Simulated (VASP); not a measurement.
# Ni (Fm-3m) in VASP: notebook

Runs on Ni. Level: PBE. Tasks: single point.

Everything below comes from runs of VASP 6.6.1. Logs are shortened: lines on timing, memory, paths and dates and some standing lists are left out, and cuts for length are marked.

## (1) The cell of the first run

It takes space group Fm-3m (No. 225, cubic). The conventional cell has a = 3.463 Å, b = 3.463 Å, c = 3.463 Å, α = 90.00°, β = 90.00°, γ = 90.00°. Ni (site symmetry m-3m) has 12 Ni at 2.45 Å within 3.2 Å.

## (2) Single point, PBE (10.39 Å³/atom)

INCAR

```
SYSTEM = Ni
PREC = Accurate
ENCUT = 520
EDIFF = 1E-7
ISMEAR = 0
SIGMA = 0.05
LREAL = .FALSE.
LASPH = .TRUE.
NELM = 60
ALGO = Normal
ISIF = 2
LWAVE = .FALSE.
LCHARG = .FALSE.
GGA = PE
NBANDS = 11
```

KPOINTS

```
regular mesh
0
G
  22 22 22
  0 0 0
```

POSCAR

```
Ni
1.0
    0.0000000000      1.7317073187      1.7317073187
    1.7317073187      0.0000000000      1.7317073187
    1.7317073187      1.7317073187      0.0000000000
Ni
1
Direct
    0.0000000000      0.0000000000      0.0000000000
```

Potentials or basis: VASP PAW PBE potentials, release 64 (Ni).

Started as:

```
$ cat potpaw_PBE.64/Ni/POTCAR > POTCAR
$ mpirun -np 1 vasp_std > vasp.out
```

OUTCAR:

```text
SYSTEM = Ni
   PREC = Accurate
   ENCUT = 520
   EDIFF = 1E-7
   ISMEAR = 0
   LREAL = .FALSE.
   LASPH = .TRUE.
   NELM = 60
   ISIF = 2
   GGA = PE

 ion  position               nearest neighbor table
   1  0.000  0.000  0.000-

  LATTYP: Found a face centered cubic cell.
 ALAT       =     3.4634146374

  Lattice vectors:

 A1 = (   0.0000000000,   1.7317073187,   1.7317073187)
 A2 = (   1.7317073187,   0.0000000000,   1.7317073187)
 A3 = (   1.7317073187,   1.7317073187,   0.0000000000)

Analysis of symmetry for initial positions (statically):
=====================================================================
 Subroutine PRICEL returns:
 Original cell was already a primitive cell.

 Routine SETGRP: Setting up the symmetry group for a
 face centered cubic supercell.

 Subroutine GETGRP returns: Found 48 space group operations
 (whereof 48 operations were pure point group operations)
 out of a pool of 48 trial point group operations.

The static configuration has the point symmetry O_h .

Analysis of symmetry for dynamics (positions and initial velocities):
=====================================================================
 Subroutine PRICEL returns:
 Original cell was already a primitive cell.

 Routine SETGRP: Setting up the symmetry group for a
 face centered cubic supercell.

 Subroutine GETGRP returns: Found 48 space group operations
 (whereof 48 operations were pure point group operations)
 out of a pool of 48 trial point group operations.

The dynamic configuration has the point symmetry O_h .

 Subroutine INISYM returns: Found 48 space group operations
 (whereof 48 operations are pure point group operations),
 and found     1 'primitive' translations

----------------------------------------------------------------------------------------

                                     Primitive cell

  volume of cell :      10.3861

  direct lattice vectors                    reciprocal lattice vectors
     0.000000000  1.731707319  1.731707319    -0.288732394  0.288732394  0.288732394
     1.731707319  0.000000000  1.731707319     0.288732394 -0.288732394  0.288732394
     1.731707319  1.731707319  0.000000000     0.288732394  0.288732394 -0.288732394

  length of vectors
     2.449003976  2.449003976  2.449003976     0.500099176  0.500099176  0.500099176

  position of ions in fractional coordinates (direct lattice)
     0.000000000  0.000000000  0.000000000

  ion indices of the primitive-cell ions
   primitive index   ion index
                 1           1

----------------------------------------------------------------------------------------

 KPOINTS: regular mesh

Automatic generation of k-mesh.
 Grid dimensions read from file:
 generate k-points for:   22   22   22

 Generating k-lattice:

  Cartesian coordinates                     Fractional coordinates (reciprocal lattice)
    -0.013124200  0.013124200  0.013124200     0.045454545  0.000000000  0.000000000
     0.013124200 -0.013124200  0.013124200     0.000000000  0.045454545  0.000000000
     0.013124200  0.013124200 -0.013124200     0.000000000  0.000000000  0.045454545

  Length of vectors
     0.022731781  0.022731781  0.022731781

  Shift w.r.t. Gamma in fractional coordinates (k-lattice)
     0.000000000  0.000000000  0.000000000

 Subroutine IBZKPT returns following result:
 ===========================================

 Found    328 irreducible k-points:

 Following reciprocal coordinates:
            Coordinates               Weight
  0.000000  0.000000  0.000000      1.000000
  0.045455  0.000000  0.000000      8.000000
  0.090909  0.000000  0.000000      8.000000
  0.136364  0.000000  0.000000      8.000000
  0.181818  0.000000  0.000000      8.000000
  0.227273  0.000000  0.000000      8.000000
[... 16 lines left out ...]
  0.500000  0.045455  0.000000     24.000000
 -0.454545  0.045455  0.000000     24.000000
 [... further k-points ...]
   k-points           NKPTS =    328   k-points in BZ     NKDIM =    328   number of bands    NBANDS=     11
   number of dos      NEDOS =    301   number of ions     NIONS =      1
   total plane-waves  NPLWV =   5832
   dimension x,y,z NGX =    18 NGY =   18 NGZ =   18
   dimension x,y,z NGXF=    36 NGYF=   36 NGZF=   36
   ions per type =               1
   NGX,Y,Z   is equivalent  to a cutoff of  12.22, 12.22, 12.22 a.u.
   NGXF,Y,Z  is equivalent  to a cutoff of  24.44, 24.44, 24.44 a.u.
 SYSTEM =  Ni
   PREC   = accura    normal or accurate (medium, high low for compatibility)
   ISTART =      0    job   : 0-new  1-cont  2-samecut
   ICHARG =      2    charge: 1-file 2-atom 10-const
   ISPIN  =      1    spin polarized calculation?
   LNONCOLLINEAR =      F non collinear calculations
   LSORBIT =      F    spin-orbit coupling
   LASPH  =      T    aspherical Exc in radial PAW
   ENCUT  =  520.0 eV  38.22 Ry    6.18 a.u.   4.55  4.55  4.55*2*pi/ulx,y,z
   NELM   =     60;   NELMIN=  2; NELMDL= -5     # of ELM steps
   EDIFF  = 0.1E-06   stopping-criterion for ELM
   LREAL  =      F    real-space projection
   EDIFFG = 0.1E-05   stopping-criterion for IOM
   NSW    =      0    number of steps for IOM
   IBRION =     -1    ionic relax: 0-MD 1-quasi-New 2-CG
   NFREE  =      0    steps in history (QN), initial steepest desc. (CG)
   ISIF   =      2    stress and relaxation
   ISYM   =      2    0-nonsym 1-usesym 2-fastsym
   POTIM  = 0.5000    time-step for ionic-motion
   TEBEG  =    0.0;   TEEND  =   0.0 temperature during run
   PSTRESS=    0.0 pullay stress
   NELECT =      10.0000    total number of electrons
   NUPDOWN=      -1.0000    fix difference up-down
   EMIN   =  10.00;   EMAX   =-10.00  energy-range for DOS
   EFERMI =   0.00;   METHOD = LEGACY
   ISMEAR =     0;   SIGMA  =   0.05  broadening in eV -4-tet -1-fermi 0-gaus
   EFERMI_NEDOS =   21; number of points for ismear=-14 and -15
   IALGO  =     38    algorithm
   IMIX   =      4    mixing-type and parameters
     AMIX     =   0.40;   BMIX     =  1.00
     AMIX_MAG =   1.60;   BMIX_MAG =  1.00
  volume/ion in A,a.u.               =      10.39        70.09
  Fermi-wavevector in a.u.,A,eV,Ry     =   1.616554  3.054845 35.555402  2.613248
  Thomas-Fermi vector in A             =   2.711122
   LORBIT       =      0    0 simple, 1 ext, 2 COOP (PROOUT), +10 PAW based schemes
   GGA     = PE    functional components
   LHFCALC =     F    Hartree Fock is set to
   AEXX    =    0.0000 exact exchange contribution
   IVDW    =     0    specifies the selected vdW correction
   LEPSILON=     F    determine dielectric tensor
   LRPA    =     F    only Hartree local field effects (RPA)
 non-spin polarized calculation
 Gauss-broadening in eV      SIGMA  =   0.05
  energy-cutoff  :      520.00
  volume of cell :       10.39
 maximum number of plane-waves:       295
   NGX =  9   NGY =  9   NGZ =  9

 number of electron      10.0000000 magnetization

 number of electron       9.9999994 magnetization

 Free energy of the ion-electron system (eV)
  ---------------------------------------------------
  ext. energy  EPLUGINS =         0.00000000
  ---------------------------------------------------
  free energy    TOTEN  =        -5.40214100 eV

  energy without entropy =       -5.39646700  energy(sigma->0) =       -5.39930400

 E-fermi :   9.8464     XC(G=0): -13.5310

 val. band max:        9.8440021071   @ k =   0.4545   0.0909   0.0000
 cond. band min:       9.8469418285   @ k =   0.3636   0.2727   0.0909
 fundamental gap:      0.0029397214
 Fermi energy:         9.8464359748

 k-point     1 :       0.0000    0.0000    0.0000
  band No.  band energies     occupation
      1       0.6953      2.00000
      2       7.8823      2.00000
      3       7.8823      2.00000
      4       7.8823      2.00000
      5       9.0592      2.00000
      6       9.0592      2.00000
      7      34.0889      0.00000
      8      38.3837      0.00000
      9      38.3837      0.00000
     10      38.3837      0.00000
     11      41.5555      0.00000

 k-point     2 :       0.0455    0.0000    0.0000
  band No.  band energies     occupation
      1       0.7793      2.00000
      2       7.8580      2.00000
      3       7.9023      2.00000
      4       7.9023      2.00000
      5       9.0502      2.00000
      6       9.0502      2.00000
      7      33.8897      0.00000
      8      37.1628      0.00000
      9      38.1958      0.00000
     10      38.1958      0.00000
     11      41.8341      0.00000

 k-point     3 :       0.0909    0.0000    0.0000
  band No.  band energies     occupation
      1       1.0287      2.00000
      2       7.7896      2.00000
      3       7.9572      2.00000
      4       7.9572      2.00000
      5       9.0285      2.00000
      6       9.0285      2.00000
      7      32.8897      0.00000
      8      35.7424      0.00000
      9      37.7748      0.00000
     10      37.7749      0.00000
     11      42.4870      0.00000

 k-point     4 :       0.1364    0.0000    0.0000
  band No.  band energies     occupation
      1       1.4358      2.00000
      2       7.6903      2.00000
      3       8.0299      2.00000
      4       8.0299      2.00000
      5       9.0105      2.00000
      6       9.0105      2.00000
      7      30.8739      0.00000
      8      35.1713      0.00000
      9      37.3053      0.00000
     10      37.3053      0.00000
     11      42.5026      0.00000
[... 239 lines left out ...]
 k-point    22 :       0.4545    0.0455    0.0000
  band No.  band energies     occupation
      1       5.1519      2.00000
      2       7.8101      2.00000
      3       7.8928      2.00000
      4       8.8070      2.00000
      5       9.8282      1.39327
      6      10.1319      0.00000
      7      17.1545      0.00000
      8      32.3620      0.00000
      9      34.5107      0.00000
     10      35.3601      0.00000
     11      39.1427      0.00000

 k-point    23 :       0.5000    0.0455    0.0000
  band No.  band energies     occupation
      1       5.2251      2.00000
      2       7.7896      2.00000
      3       7.8662      2.00000
      4       9.1031      2.00000
      5       9.8508      0.90091
      6      10.4142      0.00000
      7      16.3393      0.00000
      8      32.2147      0.00000
      9      34.8323      0.00000
     10      34.9045      0.00000
     11      39.2500      0.00000

 k-point    24 :      -0.4545    0.0455    0.0000
  band No.  band energies     occupation
      1       5.2117      2.00000
      2       7.7989      2.00000
      3       7.8668      2.00000
      4       9.0574      2.00000
      5       9.8067      1.73854
      6      10.3700      0.00000
      7      16.5143      0.00000
      8      32.1676      0.00000
      9      34.6429      0.00000
     10      35.3186      0.00000
     11      38.8893      0.00000

 [... further k-points ...]

------------------------ aborting loop because EDIFF is reached ----------------------------------------

  FORCE on cell =-STRESS in cart. coord.  units (eV):
  Direction    XX          YY          ZZ          XY          YZ          ZX
  --------------------------------------------------------------------------------------
  -------------------------------------------------------------------------------------
  Total        0.5867137      0.5867137      0.5867137      0.0000000      0.0000000      0.0000000
  in kB       90.5072487     90.5072487     90.5072487      0.0000000      0.0000000      0.0000000
  external PRESSURE =      90.5072487 kB  Pullay stress =       0.0000000 kB

 VOLUME and BASIS-vectors are now :
 -----------------------------------------------------------------------------
  energy-cutoff  :      520.00
  volume of cell :       10.39
      direct lattice vectors                 reciprocal lattice vectors
     0.000000000  1.731707319  1.731707319    -0.288732394  0.288732394  0.288732394
     1.731707319  0.000000000  1.731707319     0.288732394 -0.288732394  0.288732394
     1.731707319  1.731707319  0.000000000     0.288732394  0.288732394 -0.288732394

 POSITION                                       TOTAL-FORCE (eV/Angst)
 -----------------------------------------------------------------------------------
      0.00000      0.00000      0.00000         0.000000      0.000000      0.000000
 -----------------------------------------------------------------------------------
    total drift:                                0.000000     -0.000000     -0.000000

  FREE ENERGIE OF THE ION-ELECTRON SYSTEM (eV)
  ---------------------------------------------------
  free  energy   TOTEN  =        -5.4021410048 eV

  energy  without entropy=       -5.3964670048  energy(sigma->0) =       -5.39930400
```

Wall time 30 s (1 thread of Intel Xeon 8259CL, shared host); peak memory 0.15 GiB.

What came out:

* Free energy: -5.4021 eV
* Pressure: 9.1 GPa
* Band gap on the k mesh: zero (bands 5 and 6 overlap by 1.04 eV)

Caveat: the cell stands under pressure; the run has no spin polarisation, though such a crystal can be magnetic.

## (3) Single point, PBE (10.60 Å³/atom)

This run uses another cell than the first one, of 10.60 Å³/atom.

INCAR

```
SYSTEM = Ni
PREC     = Accurate       ! precision mode
ENCUT    = 520            ! plane-wave cutoff, eV
EDIFF    = 1E-6           ! SCF threshold, eV
ISMEAR   = 0              ! smearing method
SIGMA    = 0.05           ! smearing width, eV
LREAL    = .FALSE.        ! projectors in reciprocal space
LASPH    = .TRUE.         ! aspherical terms in the spheres
NELM     = 80             ! most SCF steps
ALGO     = Normal         ! electronic algorithm
ISIF     = 2              ! what is computed and relaxed
LWAVE    = .FALSE.        ! write WAVECAR
LCHARG   = .FALSE.        ! write CHGCAR
GGA      = PE             ! functional
NBANDS   = 11             ! bands
```

KPOINTS is that of step 2.

POSCAR

```
Ni
1.0
    0.0000000000      1.7436505052      1.7436505052
    1.7436505052      0.0000000000      1.7436505052
    1.7436505052      1.7436505052      0.0000000000
Ni
1
Direct
    0.0000000000      0.0000000000      0.0000000000
```

Potentials or basis: VASP PAW PBE potentials, release 64 (Ni).

Started as:

```
$ cat potpaw_PBE.64/Ni/POTCAR > POTCAR
$ mpirun -np 1 vasp_std > vasp.out
```

OUTCAR:

```text
SYSTEM = Ni
   PREC = Accurate
   ENCUT = 520
   EDIFF = 1E-6
   ISMEAR = 0
   LREAL = .FALSE.
   LASPH = .TRUE.
   NELM = 80
   ISIF = 2
   GGA = PE

 ion  position               nearest neighbor table
   1  0.000  0.000  0.000-

  LATTYP: Found a face centered cubic cell.
 ALAT       =     3.4873010104

  Lattice vectors:

 A1 = (   0.0000000000,   1.7436505052,   1.7436505052)
 A2 = (   1.7436505052,   0.0000000000,   1.7436505052)
 A3 = (   1.7436505052,   1.7436505052,   0.0000000000)

[... 513 lines left out ...]
     11      38.2191      0.00000

 [... further k-points ...]

------------------------ aborting loop because EDIFF is reached ----------------------------------------

  FORCE on cell =-STRESS in cart. coord.  units (eV):
  Direction    XX          YY          ZZ          XY          YZ          ZX
  --------------------------------------------------------------------------------------
  -------------------------------------------------------------------------------------
  Total        0.2834316      0.2834316      0.2834316      0.0000000      0.0000000     -0.0000000
  in kB       42.8302387     42.8302387     42.8302387      0.0000000      0.0000000     -0.0000000
  external PRESSURE =      42.8302387 kB  Pullay stress =       0.0000000 kB

 VOLUME and BASIS-vectors are now :
 -----------------------------------------------------------------------------
  energy-cutoff  :      520.00
  volume of cell :       10.60
      direct lattice vectors                 reciprocal lattice vectors
     0.000000000  1.743650505  1.743650505    -0.286754713  0.286754713  0.286754713
     1.743650505  0.000000000  1.743650505     0.286754713 -0.286754713  0.286754713
     1.743650505  1.743650505  0.000000000     0.286754713  0.286754713 -0.286754713

 POSITION                                       TOTAL-FORCE (eV/Angst)
 -----------------------------------------------------------------------------------
      0.00000      0.00000      0.00000         0.000000     -0.000000     -0.000000
 -----------------------------------------------------------------------------------
    total drift:                               -0.000000     -0.000000     -0.000000

  FREE ENERGIE OF THE ION-ELECTRON SYSTEM (eV)
  ---------------------------------------------------
  free  energy   TOTEN  =        -5.4110178547 eV

  energy  without entropy=       -5.4051695025  energy(sigma->0) =       -5.40809368
```

Wall time 32 s (1 thread of Intel Xeon 8259CL, shared host); peak memory 0.15 GiB.

What came out:

- Free energy: -5.4110 eV
- Pressure: 4.3 GPa
- Band gap on the k mesh: zero (bands 5 and 6 overlap by 1.00 eV)

Levels at points of the mesh, in eV from the Fermi level:
```tsv
k point	band 2	band 3	band 4	band 5	band 6	band 7	band 8	band 9
(0.00, 0.00, 0.00)	-1.90	-1.90	-1.90	-0.76	-0.76	24.07	28.20	28.20
(0.50, 0.00, 0.00)	-1.95	-1.95	-0.16	0.00	0.00	6.27	22.55	25.38
(0.50, 0.50, 0.00)	-3.81	-0.01	0.19	0.19	2.65	9.79	15.28	15.28
```

Caveat: the cell stands under pressure; the run has no spin polarisation, though such a crystal can be magnetic. Spin polarisation is off, so any magnetic state and its effect on volume and gap are missing.

## (4) Single point, PBE (10.78 Å³/atom)

This run uses another cell than the first one, of 10.78 Å³/atom.

INCAR

```
PREC = Accurate
ENCUT = 520
EDIFF = 1E-6
ISMEAR = 0
SIGMA = 0.05
LREAL = False
LASPH = True
NELM = 100
ALGO = Normal
ISIF = 2
LWAVE = False
LCHARG = False
GGA = PE
NBANDS = 11
```

KPOINTS

```
regular mesh
0
Gamma
  22 22 22
```

POSCAR

```
Ni
1.0
    0.0000000000      1.7532767317      1.7532767317
    1.7532767317      0.0000000000      1.7532767317
    1.7532767317      1.7532767317      0.0000000000
Ni
1
Direct
    0.0000000000      0.0000000000      0.0000000000
```

Started as:

```
$ cat potpaw_PBE.64/Ni/POTCAR > POTCAR
$ mpirun -np 1 vasp_std > vasp.out
```

Run time: 45 s. Hardware: 1 thread of Intel Xeon 8259CL, shared host; peak memory 0.15 GiB.

Results (log left out):

```
Free energy            : -5.4137 eV
Pressure               : 0.8 GPa
Band gap on the k mesh : zero (bands 5 and 6 overlap by 0.98 eV)
```

Levels at points of the mesh, in eV from the Fermi level:
| k point | band 1 | band 2 | band 3 | band 4 | band 5 | band 6 | band 7 | band 8 | band 9 | band 10 |
| --- | --- | --- | --- | --- | --- | --- | --- | --- | --- | --- |
| (0.00, 0.00, 0.00) | -8.88 | -1.86 | -1.86 | -1.86 | -0.75 | -0.75 | 23.93 | 27.94 | 27.94 | 27.94 |
| (0.50, 0.00, 0.00) | -4.45 | -1.90 | -1.90 | -0.13 | 0.00 | 0.00 | 6.15 | 22.42 | 25.09 | 25.09 |
| (0.50, 0.50, 0.00) | -4.31 | -3.71 | -0.01 | 0.19 | 0.19 | 2.64 | 9.64 | 15.13 | 15.13 | 20.14 |

Caveat: the run has no spin polarisation, though such a crystal can be magnetic. Spin polarisation is off, so any magnetic state and its effect on volume and gap are missing.

[end of part 1 of 2]
